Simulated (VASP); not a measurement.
# La (P6_3/mmc) in VASP: notebook

Runs on La. Level: LDA. Tasks: electric field gradients.

All numbers are computed with VASP 6.6.1; they aren't measurements. Logs are shortened: lines on timing, memory, paths and dates and some standing lists are left out, and cuts for length are marked.

## 1. The cell of the first run

Symmetry: P6_3/mmc, No. 194, hexagonal system. The conventional cell has a = 3.750 Å, b = 3.750 Å, c = 5.949 Å, α = 90.00°, β = 90.00°, γ = 120.00°. La (site symmetry -6m2) has 12 La at 3.68 to 3.75 Å within 4.8 Å.

## 2. Electric field gradients, LDA (zz strain of -2 %)

INCAR

```
SYSTEM = La
PREC = Accurate
ENCUT = 520
EDIFF = 1E-8
ISMEAR = -1
SIGMA = 0.05
LREAL = .FALSE.
LASPH = .TRUE.
NELM = 100
ALGO = Normal
ISIF = 2
LWAVE = .FALSE.
LCHARG = .FALSE.
GGA = CA
LEFG = .TRUE.
NBANDS = 18
```

KPOINTS

```
regular mesh
0
G
  11 11 6
  0 0 0
```

POSCAR

```
La
1.0
    3.7500020507      0.0000000000      0.0000000000
   -1.8750010253      3.2475970401      0.0000000000
    0.0000000000      0.0000000000      5.9486000000
La
2
Direct
    0.3333333333      0.6666666667      0.2500000000
    0.6666666667      0.3333333333      0.7500000000
```

Potentials or basis: VASP PAW LDA potentials, release 64 (La).

The run is started by

```console
$ cat potpaw_LDA.64/La/POTCAR > POTCAR
$ mpirun -np 1 vasp_std > vasp.out
```

OUTCAR:

```text
SYSTEM = La
   PREC = Accurate
   ENCUT = 520
   EDIFF = 1E-8
   ISMEAR = -1
   LREAL = .FALSE.
   LASPH = .TRUE.
   NELM = 100
   ISIF = 2
   GGA = CA

 ion  position               nearest neighbor table
   1  0.333  0.667  0.250-   2 3.68   2 3.68   2 3.68   2 3.68   2 3.68   2 3.68
   2  0.667  0.333  0.750-   1 3.68   1 3.68   1 3.68   1 3.68   1 3.68   1 3.68

  LATTYP: Found a hexagonal cell.
 ALAT       =     3.7500020507
 C/A-ratio  =     1.5862924659

  Lattice vectors:

 A1 = (   3.7500020507,   0.0000000000,   0.0000000000)
 A2 = (  -1.8750010253,   3.2475970401,   0.0000000000)
 A3 = (   0.0000000000,   0.0000000000,   5.9486000000)

Analysis of symmetry for initial positions (statically):
=====================================================================
 Subroutine PRICEL returns:
 Original cell was already a primitive cell.

 Routine SETGRP: Setting up the symmetry group for a
 hexagonal supercell.

 Subroutine GETGRP returns: Found 24 space group operations
 (whereof 12 operations were pure point group operations)
 out of a pool of 24 trial point group operations.

The static configuration has the point symmetry D_3d.
 The point group associated with its full space group is D_6h.

Analysis of symmetry for dynamics (positions and initial velocities):
=====================================================================
 Subroutine PRICEL returns:
 Original cell was already a primitive cell.

 Routine SETGRP: Setting up the symmetry group for a
 hexagonal supercell.

 Subroutine GETGRP returns: Found 24 space group operations
 (whereof 12 operations were pure point group operations)
 out of a pool of 24 trial point group operations.

The dynamic configuration has the point symmetry D_3d.
 The point group associated with its full space group is D_6h.

 Subroutine INISYM returns: Found 24 space group operations
 (whereof 12 operations are pure point group operations),
 and found     1 'primitive' translations

----------------------------------------------------------------------------------------

                                     Primitive cell

  volume of cell :      72.4450

  direct lattice vectors                    reciprocal lattice vectors
     3.750002051  0.000000000  0.000000000     0.266666521  0.153959988  0.000000000
    -1.875001025  3.247597040  0.000000000     0.000000000  0.307919975  0.000000000
     0.000000000  0.000000000  5.948600000     0.000000000  0.000000000  0.168106781

  length of vectors
     3.750002051  3.750002051  5.948600000     0.307919975  0.307919975  0.168106781

  position of ions in fractional coordinates (direct lattice)
     0.333333333  0.666666667  0.250000000
     0.666666667  0.333333333  0.750000000

  ion indices of the primitive-cell ions
   primitive index   ion index
                 1           1
                 2           2

----------------------------------------------------------------------------------------

 KPOINTS: regular mesh

Automatic generation of k-mesh.
 Grid dimensions read from file:
 generate k-points for:   11   11    6

 Generating k-lattice:

  Cartesian coordinates                     Fractional coordinates (reciprocal lattice)
     0.024242411  0.013996363  0.000000000     0.090909091 -0.000000000  0.000000000
     0.000000000  0.027992725  0.000000000     0.000000000  0.090909091  0.000000000
     0.000000000  0.000000000  0.028017797     0.000000000  0.000000000  0.166666667

  Length of vectors
     0.027992725  0.027992725  0.028017797

  Shift w.r.t. Gamma in fractional coordinates (k-lattice)
     0.000000000  0.000000000  0.000000000

 Subroutine IBZKPT returns following result:
 ===========================================

 Found     64 irreducible k-points:

 Following reciprocal coordinates:
            Coordinates               Weight
  0.000000  0.000000  0.000000      1.000000
  0.090909 -0.000000  0.000000      6.000000
  0.181818 -0.000000  0.000000      6.000000
  0.272727 -0.000000  0.000000      6.000000
  0.363636  0.000000  0.000000      6.000000
  0.454545  0.000000  0.000000      6.000000
[... 16 lines left out ...]
  0.090909  0.090909  0.166667     12.000000
  0.181818  0.090909  0.166667     24.000000
 [... further k-points ...]
   k-points           NKPTS =     64   k-points in BZ     NKDIM =     64   number of bands    NBANDS=     18
   number of dos      NEDOS =    301   number of ions     NIONS =      2
   total plane-waves  NPLWV =  37632
   dimension x,y,z NGX =    28 NGY =   28 NGZ =   48
   dimension x,y,z NGXF=    56 NGYF=   56 NGZF=   96
   ions per type =               2
   NGX,Y,Z   is equivalent  to a cutoff of  12.41, 12.41, 13.41 a.u.
   NGXF,Y,Z  is equivalent  to a cutoff of  24.83, 24.83, 26.83 a.u.
 SYSTEM =  La
   PREC   = accura    normal or accurate (medium, high low for compatibility)
   ISTART =      0    job   : 0-new  1-cont  2-samecut
   ICHARG =      2    charge: 1-file 2-atom 10-const
   ISPIN  =      1    spin polarized calculation?
   LNONCOLLINEAR =      F non collinear calculations
   LSORBIT =      F    spin-orbit coupling
   LASPH  =      T    aspherical Exc in radial PAW
   ENCUT  =  520.0 eV  38.22 Ry    6.18 a.u.   6.97  6.97 11.06*2*pi/ulx,y,z
   NELM   =    100;   NELMIN=  2; NELMDL= -5     # of ELM steps
   EDIFF  = 0.1E-07   stopping-criterion for ELM
   LREAL  =      F    real-space projection
   EDIFFG = 0.1E-06   stopping-criterion for IOM
   NSW    =      0    number of steps for IOM
   IBRION =     -1    ionic relax: 0-MD 1-quasi-New 2-CG
   NFREE  =      0    steps in history (QN), initial steepest desc. (CG)
   ISIF   =      2    stress and relaxation
   ISYM   =      2    0-nonsym 1-usesym 2-fastsym
   POTIM  = 0.5000    time-step for ionic-motion
   TEBEG  =    0.0;   TEEND  =   0.0 temperature during run
   PSTRESS=    0.0 pullay stress
   NELECT =      22.0000    total number of electrons
   NUPDOWN=      -1.0000    fix difference up-down
   EMIN   =  10.00;   EMAX   =-10.00  energy-range for DOS
   EFERMI =   0.00;   METHOD = LEGACY
   ISMEAR =    -1;   SIGMA  =   0.05  broadening in eV -4-tet -1-fermi 0-gaus
   EFERMI_NEDOS =   21; number of points for ismear=-14 and -15
   IALGO  =     38    algorithm
   IMIX   =      4    mixing-type and parameters
     AMIX     =   0.40;   BMIX     =  1.00
     AMIX_MAG =   1.60;   BMIX_MAG =  1.00
  volume/ion in A,a.u.               =      36.22       244.44
  Fermi-wavevector in a.u.,A,eV,Ry     =   1.100389  2.079434 16.474696  1.210856
  Thomas-Fermi vector in A             =   2.236799
   LORBIT       =      0    0 simple, 1 ext, 2 COOP (PROOUT), +10 PAW based schemes
   GGA     = CA    functional components
   LHFCALC =     F    Hartree Fock is set to
   AEXX    =    0.0000 exact exchange contribution
   IVDW    =     0    specifies the selected vdW correction
   LEPSILON=     F    determine dielectric tensor
   LRPA    =     F    only Hartree local field effects (RPA)
 non-spin polarized calculation
  energy-cutoff  :      520.00
  volume of cell :       72.44
 maximum number of plane-waves:      1969
 NGX is ok and might be reduce to    28
   NGX = 13   NGY = 13   NGZ = 23

 number of electron      21.9999999 magnetization

 Free energy of the ion-electron system (eV)
  ---------------------------------------------------
  ext. energy  EPLUGINS =         0.00000000
  ---------------------------------------------------
  free energy    TOTEN  =       -11.03300911 eV

  energy without entropy =      -11.00044700  energy(sigma->0) =      -11.01672806

 E-fermi :   7.8883     XC(G=0):  -9.8653

 val. band max:        7.8759431111   @ k =   0.0909   0.0909   0.5000
 cond. band min:       7.8959665746   @ k =   0.1818   0.1818   0.3333
 fundamental gap:      0.0200234636
 Fermi energy:         7.8882952025

 k-point     1 :       0.0000    0.0000    0.0000
  band No.  band energies     occupation
      1     -24.8228      2.00000
      2     -24.5787      2.00000
      3      -9.2941      2.00000
      4      -8.0004      2.00000
      5      -8.0004      2.00000
      6      -7.7772      2.00000
[... 10 lines left out ...]
     17       9.4791      0.00000
     18       9.5410      0.00000
[... 463 lines left out ...]
 k-point    24 :       0.1818    0.0909    0.1667
  band No.  band energies     occupation
      1     -24.7216      2.00000
      2     -24.5591      2.00000
      3      -9.0165      2.00000
      4      -8.4615      2.00000
      5      -8.3867      2.00000
      6      -8.1415      2.00000
[... 10 lines left out ...]
     17       9.5528      0.00000
     18       9.5915      0.00000

 [... further k-points ...]

------------------------ aborting loop because EDIFF is reached ----------------------------------------

  FORCE on cell =-STRESS in cart. coord.  units (eV):
  Direction    XX          YY          ZZ          XY          YZ          ZX
  --------------------------------------------------------------------------------------
  -------------------------------------------------------------------------------------
  Total       -1.2419986     -1.2419986     -1.0619650     -0.0000000      0.0000000      0.0000000
  in kB      -27.4677615    -27.4677615    -23.4861786     -0.0000000      0.0000000      0.0000000
  external PRESSURE =     -26.1405672 kB  Pullay stress =       0.0000000 kB

 VOLUME and BASIS-vectors are now :
 -----------------------------------------------------------------------------
  energy-cutoff  :      520.00
  volume of cell :       72.44
      direct lattice vectors                 reciprocal lattice vectors
     3.750002051  0.000000000  0.000000000     0.266666521  0.153959988  0.000000000
    -1.875001025  3.247597040  0.000000000     0.000000000  0.307919975  0.000000000
     0.000000000  0.000000000  5.948600000     0.000000000  0.000000000  0.168106781

 POSITION                                       TOTAL-FORCE (eV/Angst)
 -----------------------------------------------------------------------------------
     -0.00000      2.16506      1.48715         0.000000     -0.000000      0.000000
      1.87500      1.08253      4.46145        -0.000000      0.000000      0.000000
 -----------------------------------------------------------------------------------
    total drift:                                0.000000     -0.000000      0.000000

  FREE ENERGIE OF THE ION-ELECTRON SYSTEM (eV)
  ---------------------------------------------------
  free  energy   TOTEN  =       -11.0330091103 eV

  energy  without entropy=      -11.0004470017  energy(sigma->0) =      -11.01672806

 Electric field gradients (V/A^2)
---------------------------------------------------------------------
 ion       V_xx      V_yy      V_zz      V_xy      V_xz      V_yz
---------------------------------------------------------------------
   1     -13.666   -13.665    27.331     0.000    -0.000     0.000
   2     -13.666   -13.665    27.331     0.000     0.000    -0.000
---------------------------------------------------------------------

 Electric field gradients after diagonalization (V/A^2)
 (convention: |V_zz| > |V_xx| > |V_yy|)
----------------------------------------------------------------------
 ion       V_xx      V_yy      V_zz     asymmetry (V_yy - V_xx)/ V_zz
----------------------------------------------------------------------
   1     -13.666   -13.665    27.331       0.000
   2     -13.666   -13.665    27.331       0.000
----------------------------------------------------------------------

           NMR quadrupolar parameters

 Cq : quadrupolar parameter    Cq=e*Q*V_zz/h
 eta: asymmetry parameters     (V_yy - V_xx)/ V_zz
 Q  : nuclear electric quadrupole moment in mb (millibarn)
----------------------------------------------------------------------
 ion       Cq(MHz)       eta       Q (mb)
----------------------------------------------------------------------
   1       0.066       0.000       1.000
   2       0.066       0.000       1.000
----------------------------------------------------------------------
```

Wall time 58 s (1 thread of Intel Xeon Platinum 8559C (Emerald Rapids), shared host); peak memory 0.21 GiB.

What came out:

```yaml
Free_energy: -11.0330 eV
Pressure: -2.6 GPa
Band_gap_on_the_k_mesh: zero (band 11 reaches 8.94 eV, above the bottom of band 12 at 7.51 eV)
```

Stress tensor (GPa, compression positive):
```
-2.75  0.00  0.00
 0.00 -2.75  0.00
 0.00  0.00 -2.35
```

Levels at points of the mesh, in eV from the Fermi level:
```
           k point  band 8  band 9  band 10  band 11  band 12  band 13  band 14  band 15
(0.00, 0.00, 0.00)  -15.59   -3.17    -1.81     1.05     1.26     1.26     1.41     1.52
(0.00, 0.00, 0.50)  -15.78   -1.81    -1.81     0.62     0.62     1.31     1.31     1.31
```

Electric field gradients, principal values (V/Å²):
| atom | least | middle | greatest (by size) |
| --- | --- | --- | --- |
| 1 La | -13.665 | -13.666 | 27.331 |
| 2 La | -13.665 | -13.666 | 27.331 |

Caveat: the cell differs from its parent crystal (zz strain of -2 %); without QUAD_EFG the Cq values of the log hold for a quadrupole moment of 1 mb, not for the nuclei; spin-orbit coupling is left out, which moves the levels of the heavy elements.

[end of part 1 of 3]
